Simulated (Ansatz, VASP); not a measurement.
## Hf in VASP and in Ansatz

```
Hf
1.0
     0.00000    2.41156    2.41156
     2.41156    0.00000    2.41156
     2.41156    2.41156    0.00000
Hf
2
Direct
  0.87500 0.87500 0.87500
  0.12500 0.12500 0.12500
```

Change from the starting cell: volume scaled by 0.4, PAW files.

Alike in both runs: task single point; functional PBE; k mesh 12 × 12 × 12; occupations fermi-dirac, width 0.1 eV; no spin polarisation.

|  | VASP | Ansatz |
| --- | --- | --- |
| version | VASP 6.6.1 | Ansatz 0.2.0 |
| potentials or method | VASP PAW PBE potentials, release 64 (Hf_pv) | PAW with Ansatz's default frozen-core files, scalar-relativistic |
| plane-wave cutoff (eV) | 520 | 420 |
| valence electrons in the cell | 20 | 52 |

|  | VASP | Ansatz | Ansatz less VASP |
| --- | --- | --- | --- |
| pressure (GPa) | 175.6 | 182.8 | +7.22 |

Both programs put the cell under a high pressure, so it lies far from rest at this level. The functional is the same, so the differences come from potentials, cutoffs and numerics. VASP's potentials hold 20 valence electrons a cell and Ansatz's 52, so a difference there can come from the potentials and not from the codes.

Spin-orbit coupling is off throughout. Noted on VASP's run: the cell as given lies far from equilibrium.
